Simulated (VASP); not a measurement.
# BP (F-43m) in VASP: a series of runs

The runs below take BP through single point, with PBEsol, PBE.

All numbers are computed with VASP 6.6.1; they aren't measurements. Logs are shortened: lines on timing, memory, paths and dates and some standing lists are left out, and cuts for length are marked.

### 1 The cell of the first run

Symmetry: F-43m, No. 216, cubic system. The conventional cell has a = 4.537 Å, b = 4.537 Å, c = 4.537 Å, α = 90.00°, β = 90.00°, γ = 90.00°. B (site symmetry -43m) has 4 P at 1.96 Å within 2.6 Å. Within 2.6 Å of P (site symmetry -43m) lie 4 B at 1.96 Å.

### 2 Single point, PBEsol

Contents of INCAR:

```
SYSTEM = BP
ALGO = Normal ; EDIFF = 1E-6
ENCUT = 520 ; GGA = PS
ISIF = 2 ; ISMEAR = 0
LASPH = .TRUE. ; LCHARG = .TRUE.
LELF = .TRUE. ; LREAL = .FALSE.
LVHAR = .TRUE. ; LWAVE = .FALSE.
NBANDS = 11 ; NELM = 80
PREC = Accurate ; SIGMA = 0.01
```

Contents of KPOINTS:

```
k-points
0
G
  4 4 4
  0 0 0
```

Contents of POSCAR:

```
BP
1.0
    0.0000000000      2.2683155501      2.2683155501
    2.2683155501      0.0000000000      2.2683155501
    2.2683155501      2.2683155501      0.0000000000
B P
1 1
Direct
    0.0000000000      0.0000000000      0.0000000000
    0.2500000000      0.2500000000      0.2500000000
```

Potentials or basis: VASP PAW PBE potentials, release 64 (B, P).

The run is started by

```console
> cat potpaw_PBE.64/B/POTCAR potpaw_PBE.64/P/POTCAR > POTCAR
> mpirun -np 1 vasp_std > vasp.out
```

OUTCAR:

```text
SYSTEM = BP
   EDIFF = 1E-6
   ENCUT = 520
   GGA = PS
   ISIF = 2
   ISMEAR = 0
   LASPH = .TRUE.
   LREAL = .FALSE.
   NELM = 80
   PREC = Accurate

 ion  position               nearest neighbor table
   1  0.000  0.000  0.000-   2 1.96   2 1.96   2 1.96   2 1.96
   2  0.250  0.250  0.250-   1 1.96   1 1.96   1 1.96   1 1.96

  LATTYP: Found a face centered cubic cell.
 ALAT       =     4.5366311002

  Lattice vectors:

 A1 = (   0.0000000000,   2.2683155501,   2.2683155501)
 A2 = (   2.2683155501,   0.0000000000,   2.2683155501)
 A3 = (   2.2683155501,   2.2683155501,   0.0000000000)

Analysis of symmetry for initial positions (statically):
=====================================================================
 Subroutine PRICEL returns:
 Original cell was already a primitive cell.

 Routine SETGRP: Setting up the symmetry group for a
 face centered cubic supercell.

 Subroutine GETGRP returns: Found 24 space group operations
 (whereof 24 operations were pure point group operations)
 out of a pool of 48 trial point group operations.

The static configuration has the point symmetry T_d .

Analysis of symmetry for dynamics (positions and initial velocities):
=====================================================================
 Subroutine PRICEL returns:
 Original cell was already a primitive cell.

 Routine SETGRP: Setting up the symmetry group for a
 face centered cubic supercell.

 Subroutine GETGRP returns: Found 24 space group operations
 (whereof 24 operations were pure point group operations)
 out of a pool of 48 trial point group operations.

The dynamic configuration has the point symmetry T_d .

 Subroutine INISYM returns: Found 24 space group operations
 (whereof 24 operations are pure point group operations),
 and found     1 'primitive' translations

----------------------------------------------------------------------------------------

                                     Primitive cell

  volume of cell :      23.3421

  direct lattice vectors                    reciprocal lattice vectors
     0.000000000  2.268315550  2.268315550    -0.220427885  0.220427885  0.220427885
     2.268315550  0.000000000  2.268315550     0.220427885 -0.220427885  0.220427885
     2.268315550  2.268315550  0.000000000     0.220427885  0.220427885 -0.220427885

  length of vectors
     3.207882615  3.207882615  3.207882615     0.381792297  0.381792297  0.381792297

  position of ions in fractional coordinates (direct lattice)
     0.000000000  0.000000000  0.000000000
     0.250000000  0.250000000  0.250000000

  ion indices of the primitive-cell ions
   primitive index   ion index
                 1           1
                 2           2

----------------------------------------------------------------------------------------

 KPOINTS: k-points

Automatic generation of k-mesh.
 Grid dimensions read from file:
 generate k-points for:    4    4    4

 Generating k-lattice:

  Cartesian coordinates                     Fractional coordinates (reciprocal lattice)
    -0.055106971  0.055106971  0.055106971     0.250000000  0.000000000  0.000000000
     0.055106971 -0.055106971  0.055106971     0.000000000  0.250000000  0.000000000
     0.055106971  0.055106971 -0.055106971     0.000000000  0.000000000  0.250000000

  Length of vectors
     0.095448074  0.095448074  0.095448074

  Shift w.r.t. Gamma in fractional coordinates (k-lattice)
     0.000000000  0.000000000  0.000000000

 Subroutine IBZKPT returns following result:
 ===========================================

 Found      8 irreducible k-points:

 Following reciprocal coordinates:
            Coordinates               Weight
  0.000000  0.000000  0.000000      1.000000
  0.250000  0.000000  0.000000      8.000000
  0.500000  0.000000  0.000000      4.000000
  0.250000  0.250000  0.000000      6.000000
  0.500000  0.250000  0.000000     24.000000
 -0.250000  0.250000  0.000000     12.000000
  0.500000  0.500000  0.000000      3.000000
 -0.250000  0.500000  0.250000      6.000000
   k-points           NKPTS =      8   k-points in BZ     NKDIM =      8   number of bands    NBANDS=     11
   number of dos      NEDOS =    301   number of ions     NIONS =      2
   total plane-waves  NPLWV =  13824
   dimension x,y,z NGX =    24 NGY =   24 NGZ =   24
   dimension x,y,z NGXF=    48 NGYF=   48 NGZF=   48
   ions per type =               1   1
   NGX,Y,Z   is equivalent  to a cutoff of  12.44, 12.44, 12.44 a.u.
   NGXF,Y,Z  is equivalent  to a cutoff of  24.88, 24.88, 24.88 a.u.
 SYSTEM =  BP
   PREC   = accura    normal or accurate (medium, high low for compatibility)
   ISTART =      0    job   : 0-new  1-cont  2-samecut
   ICHARG =      2    charge: 1-file 2-atom 10-const
   ISPIN  =      1    spin polarized calculation?
   LNONCOLLINEAR =      F non collinear calculations
   LSORBIT =      F    spin-orbit coupling
   LASPH  =      T    aspherical Exc in radial PAW
   ENCUT  =  520.0 eV  38.22 Ry    6.18 a.u.   5.96  5.96  5.96*2*pi/ulx,y,z
   NELM   =     80;   NELMIN=  2; NELMDL= -5     # of ELM steps
   EDIFF  = 0.1E-05   stopping-criterion for ELM
   LREAL  =      F    real-space projection
   EDIFFG = 0.1E-04   stopping-criterion for IOM
   NSW    =      0    number of steps for IOM
   IBRION =     -1    ionic relax: 0-MD 1-quasi-New 2-CG
   NFREE  =      0    steps in history (QN), initial steepest desc. (CG)
   ISIF   =      2    stress and relaxation
   ISYM   =      2    0-nonsym 1-usesym 2-fastsym
   POTIM  = 0.5000    time-step for ionic-motion
   TEBEG  =    0.0;   TEEND  =   0.0 temperature during run
   PSTRESS=    0.0 pullay stress
   NELECT =       8.0000    total number of electrons
   NUPDOWN=      -1.0000    fix difference up-down
   EMIN   =  10.00;   EMAX   =-10.00  energy-range for DOS
   EFERMI =   0.00;   METHOD = LEGACY
   ISMEAR =     0;   SIGMA  =   0.01  broadening in eV -4-tet -1-fermi 0-gaus
   EFERMI_NEDOS =   21; number of points for ismear=-14 and -15
   IALGO  =     38    algorithm
   IMIX   =      4    mixing-type and parameters
     AMIX     =   0.40;   BMIX     =  1.00
     AMIX_MAG =   1.60;   BMIX_MAG =  1.00
  volume/ion in A,a.u.               =      11.67        78.76
  Fermi-wavevector in a.u.,A,eV,Ry     =   1.145666  2.164995 17.858335  1.312551
  Thomas-Fermi vector in A             =   2.282353
   LORBIT       =      0    0 simple, 1 ext, 2 COOP (PROOUT), +10 PAW based schemes
   GGA     = PS    functional components
   LHFCALC =     F    Hartree Fock is set to
   AEXX    =    0.0000 exact exchange contribution
   IVDW    =     0    specifies the selected vdW correction
   LEPSILON=     F    determine dielectric tensor
   LRPA    =     F    only Hartree local field effects (RPA)
 non-spin polarized calculation
 Gauss-broadening in eV      SIGMA  =   0.01
  energy-cutoff  :      520.00
  volume of cell :       23.34
 maximum number of plane-waves:       636
   NGX = 11   NGY = 11   NGZ = 11

 number of electron       8.0000000 magnetization

 Free energy of the ion-electron system (eV)
  ---------------------------------------------------
  ext. energy  EPLUGINS =         0.00000000
  ---------------------------------------------------
  free energy    TOTEN  =       -13.49406998 eV

  energy without entropy =      -13.49406998  energy(sigma->0) =      -13.49406998

 E-fermi :   7.5035     XC(G=0): -11.0338

 val. band max:        7.4585907054   @ k =   0.0000   0.0000   0.0000
 cond. band min:       8.6558974404   @ k =   0.5000   0.5000   0.0000
 fundamental gap:      1.1973067350
 Fermi energy:         7.5035240146

 k-point     1 :       0.0000    0.0000    0.0000
  band No.  band energies     occupation
      1      -8.0638      2.00000
      2       7.4586      2.00000
      3       7.4586      2.00000
      4       7.4586      2.00000
      5      10.7968      0.00000
      6      10.7968      0.00000
      7      10.7968      0.00000
      8      14.8133      0.00000
      9      18.6842      0.00000
     10      19.5560      0.00000
     11      19.5560      0.00000

 k-point     2 :       0.2500    0.0000    0.0000
  band No.  band energies     occupation
      1      -6.9524      2.00000
      2       2.5662      2.00000
      3       6.3278      2.00000
      4       6.3278      2.00000
      5      11.4014      0.00000
      6      12.1626      0.00000
      7      12.1626      0.00000
      8      16.9800      0.00000
      9      18.3316      0.00000
     10      18.3316      0.00000
     11      20.2612      0.00000

 k-point     3 :       0.5000    0.0000    0.0000
  band No.  band energies     occupation
      1      -4.7060      2.00000
      2      -1.6617      2.00000
      3       5.6857      2.00000
      4       5.6857      2.00000
      5      11.1849      0.00000
      6      12.0853      0.00000
      7      12.0853      0.00000
      8      17.3667      0.00000
      9      22.0355      0.00000
     10      22.0355      0.00000
     11      22.0928      0.00000

 k-point     4 :       0.2500    0.2500    0.0000
  band No.  band energies     occupation
      1      -6.5750      2.00000
      2       3.7614      2.00000
      3       4.6886      2.00000
      4       4.6886      2.00000
      5       9.1600      0.00000
      6      12.2599      0.00000
      7      15.1534      0.00000
      8      15.1534      0.00000
      9      19.5407      0.00000
     10      21.1541      0.00000
     11      22.6349      0.00000

 k-point     5 :       0.5000    0.2500    0.0000
  band No.  band energies     occupation
      1      -4.3147      2.00000
      2      -0.2884      2.00000
      3       2.6233      2.00000
      4       4.2328      2.00000
      5       9.8584      0.00000
      6      13.7758      0.00000
      7      15.5560      0.00000
      8      15.7645      0.00000
      9      20.5406      0.00000
     10      22.2047      0.00000
     11      24.7028      0.00000

 k-point     6 :      -0.2500    0.2500    0.0000
  band No.  band energies     occupation
      1      -5.2218      2.00000
      2       0.9584      2.00000
      3       2.1423      2.00000
      4       5.5019      2.00000
      5      11.2128      0.00000
      6      13.7803      0.00000
      7      14.9137      0.00000
      8      16.1377      0.00000
      9      17.3396      0.00000
     10      20.0312      0.00000
     11      24.8572      0.00000

 k-point     7 :       0.5000    0.5000    0.0000
  band No.  band energies     occupation
      1      -3.1785      2.00000
      2      -1.1567      2.00000
      3       3.2979      2.00000
      4       3.2979      2.00000
      5       8.6559      0.00000
      6       8.9497      0.00000
      7      19.5567      0.00000
      8      19.5567      0.00000
      9      22.6030      0.00000
     10      24.2164      0.00000
     11      25.4023      0.00000

 k-point     8 :      -0.2500    0.5000    0.2500
  band No.  band energies     occupation
      1      -2.8928      2.00000
      2      -0.6067      2.00000
      3       1.6868      2.00000
      4       1.8952      2.00000
      5      12.6872      0.00000
      6      14.0853      0.00000
      7      14.6476      0.00000
      8      14.8705      0.00000
      9      20.2692      0.00000
     10      23.6476      0.00000
     11      23.7678      0.00000

------------------------ aborting loop because EDIFF is reached ----------------------------------------

  FORCE on cell =-STRESS in cart. coord.  units (eV):
  Direction    XX          YY          ZZ          XY          YZ          ZX
  --------------------------------------------------------------------------------------
  -------------------------------------------------------------------------------------
  Total       -0.0881001     -0.0881001     -0.0881001      0.0000000     -0.0000000      0.0000000
  in kB       -6.0470888     -6.0470888     -6.0470888      0.0000000     -0.0000000      0.0000000
  external PRESSURE =      -6.0470888 kB  Pullay stress =       0.0000000 kB

 VOLUME and BASIS-vectors are now :
 -----------------------------------------------------------------------------
  energy-cutoff  :      520.00
  volume of cell :       23.34
      direct lattice vectors                 reciprocal lattice vectors
     0.000000000  2.268315550  2.268315550    -0.220427885  0.220427885  0.220427885
     2.268315550  0.000000000  2.268315550     0.220427885 -0.220427885  0.220427885
     2.268315550  2.268315550  0.000000000     0.220427885  0.220427885 -0.220427885

 POSITION                                       TOTAL-FORCE (eV/Angst)
 -----------------------------------------------------------------------------------
      0.00000      0.00000      0.00000        -0.000000      0.000000      0.000000
      1.13416      1.13416      1.13416         0.000000      0.000000     -0.000000
 -----------------------------------------------------------------------------------
    total drift:                                0.000000      0.000000      0.000000

  FREE ENERGIE OF THE ION-ELECTRON SYSTEM (eV)
  ---------------------------------------------------
  free  energy   TOTEN  =       -13.4940699833 eV

  energy  without entropy=      -13.4940699833  energy(sigma->0) =      -13.49406998
```

Wall time 2.4 s (1 thread of Intel Xeon Platinum 8488C (Sapphire Rapids), shared host); peak memory 0.13 GiB.

What came out:

* Free energy: -13.4941 eV
* Pressure: -0.6 GPa
* Band gap on the k mesh: 1.20 eV, indirect (least direct gap 3.34 eV)

Caveat: the k points lie up to 0.60 Å⁻¹ apart; the PAW data sets were made with another functional, which shifts forces and pressure a little.

### 3 Single point, PBE

Contents of INCAR:

```
PREC = Accurate ; ENCUT = 520
EDIFF = 1E-6 ; ISMEAR = 0
SIGMA = 0.01 ; LREAL = False
LASPH = True ; NELM = 100
ALGO = Normal ; ISIF = 2
LWAVE = False ; LCHARG = False
GGA = PE ; NBANDS = 11
```

Contents of KPOINTS:

```
regular mesh
0
Gamma
  8 8 8
```

POSCAR is that of step 2.

Potentials or basis: VASP PAW PBE potentials, release 64 (B, P).

The run is started by

```console
> cat potpaw_PBE.64/B/POTCAR potpaw_PBE.64/P/POTCAR > POTCAR
> mpirun -np 1 vasp_std > vasp.out
```

It took 3.4 s on 1 thread of Intel Xeon Platinum 8488C (Sapphire Rapids), shared host; peak memory 0.13 GiB.

The run converged. Its results:

- Free energy: -12.9285 eV
- Pressure: 1.1 GPa
- Band gap on the k mesh: 1.27 eV, indirect (least direct gap 3.40 eV)

Levels at points of the mesh, in eV from the valence-band top:
| k point | band 2 | band 3 | band 4 | band 5 | band 6 | band 7 |
| --- | --- | --- | --- | --- | --- | --- |
| (0.00, 0.00, 0.00) | 0.00 | 0.00 | 0.00 | 3.40 | 3.40 | 3.40 |
| (0.50, 0.00, 0.00) | -9.04 | -1.76 | -1.76 | 3.79 | 4.71 | 4.71 |
| (0.50, 0.50, 0.00) | -8.59 | -4.12 | -4.12 | 1.33 | 1.66 | 12.13 |
